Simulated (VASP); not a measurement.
# CdTe (F-43m) in VASP: a series of runs

CdTe is run at these levels: PBE, HSE06, PBE-based screened hybrid with 15 % exact exchange, PBE-based screened hybrid with 75 % exact exchange; tasks: single point.

All numbers are computed with VASP 6.6.1; they aren't measurements. Logs are shortened: lines on timing, memory, paths and dates and some standing lists are left out, and cuts for length are marked.

### Step 1. The cell of the first run

The structure is cubic, space group F-43m (No. 216). The conventional cell has a = 6.560 Å, b = 6.560 Å, c = 6.560 Å, α = 90.00°, β = 90.00°, γ = 90.00°. Within 3.7 Å of Cd (site symmetry -43m) lie 4 Te at 2.84 Å. Within 3.7 Å of Te (site symmetry -43m) lie 4 Cd at 2.84 Å.

### Step 2. Single point, PBE

File INCAR:

```
  ALGO = Normal
  EDIFF = 1E-6
  ENCUT = 520
  GGA = PE
  ISIF = 2
  ISMEAR = 0
  LASPH = True
  LCHARG = False
  LREAL = False
  LWAVE = False
  NBANDS = 16
  NELM = 100
  PREC = Accurate
  SIGMA = 0.01
```

File KPOINTS:

```
k-points
0
Gamma
  4 4 4
```

File POSCAR:

```
CdTe
1.0
    0.0000000000      3.2799551172      3.2799551172
    3.2799551172      0.0000000000      3.2799551172
    3.2799551172      3.2799551172      0.0000000000
Cd Te
1 1
Direct
    0.0000000000      0.0000000000      0.0000000000
    0.2500000000      0.2500000000      0.2500000000
```

Potentials or basis: VASP PAW PBE potentials, release 64 (Cd, Te).

Launch:

```bash
$ cat potpaw_PBE.64/Cd/POTCAR potpaw_PBE.64/Te/POTCAR > POTCAR
$ mpirun -np 1 vasp_std > vasp.out
```

OUTCAR:

```text
EDIFF = 1E-6
   ENCUT = 520
   GGA = PE
   ISIF = 2
   ISMEAR = 0
   LASPH = True
   LREAL = False
   NELM = 100
   PREC = Accurate

 ion  position               nearest neighbor table
   1  0.000  0.000  0.000-   2 2.84   2 2.84   2 2.84   2 2.84
   2  0.250  0.250  0.250-   1 2.84   1 2.84   1 2.84   1 2.84

  LATTYP: Found a face centered cubic cell.
 ALAT       =     6.5599102344

  Lattice vectors:

 A1 = (   0.0000000000,   3.2799551172,   3.2799551172)
 A2 = (   3.2799551172,   0.0000000000,   3.2799551172)
 A3 = (   3.2799551172,   3.2799551172,   0.0000000000)

Analysis of symmetry for initial positions (statically):
=====================================================================
 Subroutine PRICEL returns:
 Original cell was already a primitive cell.

 Routine SETGRP: Setting up the symmetry group for a
 face centered cubic supercell.

 Subroutine GETGRP returns: Found 24 space group operations
 (whereof 24 operations were pure point group operations)
 out of a pool of 48 trial point group operations.

The static configuration has the point symmetry T_d .

Analysis of symmetry for dynamics (positions and initial velocities):
=====================================================================
 Subroutine PRICEL returns:
 Original cell was already a primitive cell.

 Routine SETGRP: Setting up the symmetry group for a
 face centered cubic supercell.

 Subroutine GETGRP returns: Found 24 space group operations
 (whereof 24 operations were pure point group operations)
 out of a pool of 48 trial point group operations.

The dynamic configuration has the point symmetry T_d .

 Subroutine INISYM returns: Found 24 space group operations
 (whereof 24 operations are pure point group operations),
 and found     1 'primitive' translations

----------------------------------------------------------------------------------------

                                     Primitive cell

  volume of cell :      70.5722

  direct lattice vectors                    reciprocal lattice vectors
     0.000000000  3.279955117  3.279955117    -0.152441110  0.152441110  0.152441110
     3.279955117  0.000000000  3.279955117     0.152441110 -0.152441110  0.152441110
     3.279955117  3.279955117  0.000000000     0.152441110  0.152441110 -0.152441110

  length of vectors
     4.638557011  4.638557011  4.638557011     0.264035748  0.264035748  0.264035748

  position of ions in fractional coordinates (direct lattice)
     0.000000000  0.000000000  0.000000000
     0.250000000  0.250000000  0.250000000

  ion indices of the primitive-cell ions
   primitive index   ion index
                 1           1
                 2           2

----------------------------------------------------------------------------------------

 KPOINTS: k-points

Automatic generation of k-mesh.
 Grid dimensions read from file:
 generate k-points for:    4    4    4

 Generating k-lattice:

  Cartesian coordinates                     Fractional coordinates (reciprocal lattice)
    -0.038110278  0.038110278  0.038110278     0.250000000  0.000000000  0.000000000
     0.038110278 -0.038110278  0.038110278     0.000000000  0.250000000  0.000000000
     0.038110278  0.038110278 -0.038110278     0.000000000  0.000000000  0.250000000

  Length of vectors
     0.066008937  0.066008937  0.066008937

  Shift w.r.t. Gamma in fractional coordinates (k-lattice)
     0.000000000  0.000000000  0.000000000

 Subroutine IBZKPT returns following result:
 ===========================================

 Found      8 irreducible k-points:

 Following reciprocal coordinates:
            Coordinates               Weight
  0.000000  0.000000  0.000000      1.000000
  0.250000  0.000000  0.000000      8.000000
  0.500000  0.000000  0.000000      4.000000
  0.250000  0.250000  0.000000      6.000000
  0.500000  0.250000  0.000000     24.000000
 -0.250000  0.250000  0.000000     12.000000
  0.500000  0.500000  0.000000      3.000000
 -0.250000  0.500000  0.250000      6.000000
   k-points           NKPTS =      8   k-points in BZ     NKDIM =      8   number of bands    NBANDS=     16
   number of dos      NEDOS =    301   number of ions     NIONS =      2
   total plane-waves  NPLWV =  46656
   dimension x,y,z NGX =    36 NGY =   36 NGZ =   36
   dimension x,y,z NGXF=    72 NGYF=   72 NGZF=   72
   ions per type =               1   1
   NGX,Y,Z   is equivalent  to a cutoff of  12.90, 12.90, 12.90 a.u.
   NGXF,Y,Z  is equivalent  to a cutoff of  25.80, 25.80, 25.80 a.u.
 SYSTEM =  unknown system
   PREC   = accura    normal or accurate (medium, high low for compatibility)
   ISTART =      0    job   : 0-new  1-cont  2-samecut
   ICHARG =      2    charge: 1-file 2-atom 10-const
   ISPIN  =      1    spin polarized calculation?
   LNONCOLLINEAR =      F non collinear calculations
   LSORBIT =      F    spin-orbit coupling
   LASPH  =      T    aspherical Exc in radial PAW
   ENCUT  =  520.0 eV  38.22 Ry    6.18 a.u.   8.62  8.62  8.62*2*pi/ulx,y,z
   NELM   =    100;   NELMIN=  2; NELMDL= -5     # of ELM steps
   EDIFF  = 0.1E-05   stopping-criterion for ELM
   LREAL  =      F    real-space projection
   EDIFFG = 0.1E-04   stopping-criterion for IOM
   NSW    =      0    number of steps for IOM
   IBRION =     -1    ionic relax: 0-MD 1-quasi-New 2-CG
   NFREE  =      0    steps in history (QN), initial steepest desc. (CG)
   ISIF   =      2    stress and relaxation
   ISYM   =      2    0-nonsym 1-usesym 2-fastsym
   POTIM  = 0.5000    time-step for ionic-motion
   TEBEG  =    0.0;   TEEND  =   0.0 temperature during run
   PSTRESS=    0.0 pullay stress
   NELECT =      18.0000    total number of electrons
   NUPDOWN=      -1.0000    fix difference up-down
   EMIN   =  10.00;   EMAX   =-10.00  energy-range for DOS
   EFERMI =   0.00;   METHOD = LEGACY
   ISMEAR =     0;   SIGMA  =   0.01  broadening in eV -4-tet -1-fermi 0-gaus
   EFERMI_NEDOS =   21; number of points for ismear=-14 and -15
   IALGO  =     38    algorithm
   IMIX   =      4    mixing-type and parameters
     AMIX     =   0.40;   BMIX     =  1.00
     AMIX_MAG =   1.60;   BMIX_MAG =  1.00
  volume/ion in A,a.u.               =      35.29       238.12
  Fermi-wavevector in a.u.,A,eV,Ry     =   1.038216  1.961944 14.665621  1.077893
  Thomas-Fermi vector in A             =   2.172690
   LORBIT       =      0    0 simple, 1 ext, 2 COOP (PROOUT), +10 PAW based schemes
   GGA     = PE    functional components
   LHFCALC =     F    Hartree Fock is set to
   AEXX    =    0.0000 exact exchange contribution
   IVDW    =     0    specifies the selected vdW correction
   LEPSILON=     F    determine dielectric tensor
   LRPA    =     F    only Hartree local field effects (RPA)
 non-spin polarized calculation
 Gauss-broadening in eV      SIGMA  =   0.01
  energy-cutoff  :      520.00
  volume of cell :       70.57
 maximum number of plane-waves:      1924
 NGX is ok and might be reduce to    36
   NGX = 17   NGY = 17   NGZ = 17

 number of electron      18.0000006 magnetization

 Free energy of the ion-electron system (eV)
  ---------------------------------------------------
  ext. energy  EPLUGINS =         0.00000000
  ---------------------------------------------------
  free energy    TOTEN  =        -4.74596449 eV

  energy without entropy =       -4.74596449  energy(sigma->0) =       -4.74596449

 E-fermi :   2.1402     XC(G=0):  -8.4109

 val. band max:        2.0502550086   @ k =   0.0000   0.0000   0.0000
 cond. band min:       2.6984032971   @ k =   0.0000   0.0000   0.0000
 fundamental gap:      0.6481482885
 Fermi energy:         2.1401615770

 k-point     1 :       0.0000    0.0000    0.0000
  band No.  band energies     occupation
      1      -8.9165      2.00000
      2      -6.1491      2.00000
      3      -6.1491      2.00000
      4      -6.1491      2.00000
      5      -5.9169      2.00000
      6      -5.9169      2.00000
[... 8 lines left out ...]
     15      11.3296      0.00000
     16      11.3296      0.00000

 k-point     2 :       0.2500    0.0000    0.0000
  band No.  band energies     occupation
      1      -8.7336      2.00000
      2      -6.1172      2.00000
      3      -6.1172      2.00000
      4      -5.9601      2.00000
      5      -5.9170      2.00000
      6      -5.9170      2.00000
[... 8 lines left out ...]
     15      10.4603      0.00000
     16      10.4603      0.00000

 k-point     3 :       0.5000    0.0000    0.0000
  band No.  band energies     occupation
      1      -8.5543      2.00000
      2      -6.0926      2.00000
      3      -6.0926      2.00000
      4      -5.9086      2.00000
      5      -5.9086      2.00000
      6      -5.5882      2.00000
[... 8 lines left out ...]
     15      12.2586      0.00000
     16      12.2586      0.00000

 k-point     4 :       0.2500    0.2500    0.0000
  band No.  band energies     occupation
      1      -8.6744      2.00000
      2      -6.0802      2.00000
      3      -6.0802      2.00000
      4      -5.9980      2.00000
      5      -5.9031      2.00000
      6      -5.8838      2.00000
[... 8 lines left out ...]
     15      11.8579      0.00000
     16      12.5502      0.00000

 k-point     5 :       0.5000    0.2500    0.0000
  band No.  band energies     occupation
      1      -8.5000      2.00000
      2      -6.0622      2.00000
      3      -6.0464      2.00000
      4      -5.9517      2.00000
      5      -5.9023      2.00000
      6      -5.5354      2.00000
[... 8 lines left out ...]
     15      12.4588      0.00000
     16      12.9942      0.00000

 k-point     6 :      -0.2500    0.2500    0.0000
  band No.  band energies     occupation
      1      -8.5566      2.00000
      2      -6.0780      2.00000
      3      -6.0758      2.00000
      4      -5.9235      2.00000
      5      -5.9222      2.00000
      6      -5.6529      2.00000
[... 8 lines left out ...]
     15      11.4638      0.00000
     16      13.0612      0.00000

 k-point     7 :       0.5000    0.5000    0.0000
  band No.  band energies     occupation
      1      -8.4444      2.00000
      2      -6.0058      2.00000
      3      -6.0037      2.00000
      4      -6.0037      2.00000
      5      -5.8893      2.00000
      6      -5.4588      2.00000
[... 8 lines left out ...]
     15      12.7864      0.00000
     16      13.4843      0.00000

 k-point     8 :      -0.2500    0.5000    0.2500
  band No.  band energies     occupation
      1      -8.4459      2.00000
      2      -6.0402      2.00000
      3      -6.0332      2.00000
      4      -5.9426      2.00000
      5      -5.9156      2.00000
      6      -5.3879      2.00000
[... 8 lines left out ...]
     15      12.9887      0.00000
     16      13.2203      0.00000

------------------------ aborting loop because EDIFF is reached ----------------------------------------

  FORCE on cell =-STRESS in cart. coord.  units (eV):
  Direction    XX          YY          ZZ          XY          YZ          ZX
  --------------------------------------------------------------------------------------
  -------------------------------------------------------------------------------------
  Total        0.5812525      0.5812525      0.5812525     -0.0000000     -0.0000000     -0.0000000
  in kB       13.1959816     13.1959816     13.1959816     -0.0000000     -0.0000000     -0.0000000
  external PRESSURE =      13.1959816 kB  Pullay stress =       0.0000000 kB

 VOLUME and BASIS-vectors are now :
 -----------------------------------------------------------------------------
  energy-cutoff  :      520.00
  volume of cell :       70.57
      direct lattice vectors                 reciprocal lattice vectors
     0.000000000  3.279955117  3.279955117    -0.152441110  0.152441110  0.152441110
     3.279955117  0.000000000  3.279955117     0.152441110 -0.152441110  0.152441110
     3.279955117  3.279955117  0.000000000     0.152441110  0.152441110 -0.152441110

 POSITION                                       TOTAL-FORCE (eV/Angst)
 -----------------------------------------------------------------------------------
      0.00000      0.00000      0.00000        -0.000000      0.000000      0.000000
      1.63998      1.63998      1.63998         0.000000     -0.000000     -0.000000
 -----------------------------------------------------------------------------------
    total drift:                               -0.000000     -0.000000     -0.000000

  FREE ENERGIE OF THE ION-ELECTRON SYSTEM (eV)
  ---------------------------------------------------
  free  energy   TOTEN  =        -4.7459644935 eV

  energy  without entropy=       -4.7459644935  energy(sigma->0) =       -4.74596449
```

It took 18 s on 1 thread of AMD EPYC 7R43 (Zen 3), shared host; peak memory 0.17 GiB.

Results:

| Item | Value |
| --- | --- |
| Free energy | -4.7460 eV |
| Pressure | 1.3 GPa |
| Band gap on the k mesh | 0.65 eV |

Levels at points of the mesh, in eV from the valence-band top:
```csv
k point,band 7,band 8,band 9,band 10,band 11,band 12
"(0.00, 0.00, 0.00)",0.00,0.00,0.00,0.65,4.61,4.61
"(0.50, 0.00, 0.00)",-4.23,-0.73,-0.73,1.77,5.18,5.18
"(0.50, 0.50, 0.00)",-4.15,-1.75,-1.75,2.66,2.67,8.65
```

Caveat: spin-orbit coupling is left out, which moves the levels of the heavy elements.

### Step 3. Single point, HSE06

POSCAR is that of step 2.

File INCAR.step1:

```
SYSTEM = CdTe
ALGO     = Normal         ! electronic algorithm
EDIFF    = 1E-5           ! SCF threshold, eV
ENCUT    = 520            ! plane-wave cutoff, eV
GGA      = PE             ! functional
ISIF     = 2              ! what is computed and relaxed
ISMEAR   = 0              ! smearing method
LASPH    = .TRUE.         ! aspherical terms in the spheres
LREAL    = .FALSE.        ! projectors in reciprocal space
LWAVE    = .TRUE.         ! write WAVECAR
NBANDS   = 16             ! bands
NELM     = 100            ! most SCF steps
PREC     = Accurate       ! precision mode
SIGMA    = 0.01           ! smearing width, eV
```

File INCAR.step2:

```
SYSTEM = CdTe
ALGO     = Normal         ! electronic algorithm
EDIFF    = 1E-6           ! SCF threshold, eV
ENCUT    = 520            ! plane-wave cutoff, eV
GGA      = PE             ! functional
HFSCREEN = 0.2079         ! screening, 1/A
ISIF     = 2              ! what is computed and relaxed
ISMEAR   = 0              ! smearing method
ISTART   = 1            
LASPH    = .TRUE.         ! aspherical terms in the spheres
LCHARG   = .TRUE.         ! write CHGCAR
LELF     = .TRUE.         ! ELF
LHFCALC  = .TRUE.         ! exact exchange
LREAL    = .FALSE.        ! projectors in reciprocal space
LVHAR    = .TRUE.       
LWAVE    = .FALSE.        ! write WAVECAR
NBANDS   = 16             ! bands
NELM     = 100            ! most SCF steps
PREC     = Accurate       ! precision mode
PRECFOCK = Normal       
SIGMA    = 0.01           ! smearing width, eV
```

File KPOINTS:

```
k-points
0
G
  4 4 4
  0 0 0
```

Potentials or basis: VASP PAW PBE potentials, release 64 (Cd, Te).

Launch:

```bash
$ cat potpaw_PBE.64/Cd/POTCAR potpaw_PBE.64/Te/POTCAR > POTCAR
$ cp INCAR.step1 INCAR
$ mpirun -np 1 vasp_std > vasp.out
$ cp INCAR.step2 INCAR
$ mpirun -np 1 vasp_std > vasp.out
```

It took 16 min on 1 thread of AMD EPYC 7R43 (Zen 3), shared host; peak memory 0.28 GiB.

The run converged. Its results:

* Free energy: -5.9942 eV
* Pressure: 0.2 GPa
* Band gap on the k mesh: 1.44 eV

Levels at points of the mesh, in eV from the valence-band top:
```csv
k point,band 6,band 7,band 8,band 9,band 10,band 11,band 12,band 13
"(0.00, 0.00, 0.00)",-9.26,0.00,0.00,0.00,1.44,5.49,5.49,5.49
"(0.50, 0.00, 0.00)",-8.84,-4.52,-0.77,-0.77,2.58,6.06,6.06,7.94
"(0.50, 0.50, 0.00)",-8.66,-4.41,-1.87,-1.87,3.35,3.47,9.77,10.17
```

Caveat: the PAW data sets were made with another functional, which shifts forces and pressure a little; spin-orbit coupling is left out, which moves the levels of the heavy elements.

[end of part 1 of 3]
